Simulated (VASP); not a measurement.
Runs of VASP 6.6.1 on BN. The structure is that of space group P6_3mc (No. 186), or close to it. The cells are those of the table. 

```csv
cell,gap on the mesh (eV),pressure (GPa),largest force (eV/Å)
"a = 2.350, b = 2.350, c = 3.889 Å, angles 90.0, 90.0, 120.0°, 4 atoms",4.39,139.8,0.23
"a = 2.554, b = 2.554, c = 4.058 Å, angles 90.0, 90.0, 120.0°, 4 atoms",5.05,11.9,(b)
"a = 2.758, b = 2.758, c = 4.396 Å, angles 90.0, 90.0, 120.0°, 4 atoms",5.26,-54.0,0.10
"a = 2.656, b = 2.656, c = 3.889 Å, angles 90.0, 90.0, 120.0°, 4 atoms",5.23,5.0,(a)
"a = 2.656, b = 2.656, c = 4.058 Å, angles 90.0, 90.0, 120.0°, 4 atoms",5.26,-14.9,0.29
```

Alike in all rows: task single point; level PBEsol; potentials or basis VASP PAW PBE potentials, release 64 (B, N); no spin polarisation; k mesh 12 × 12 × 6; cutoff (eV) 520; smearing gaussian 0.05 eV.

Estimate the missing entries.

(a) 1.00; (b) 0.20.

Caveats: the PAW data sets were made with another functional, which shifts forces and pressure a little.

A k mesh can miss the band edges.
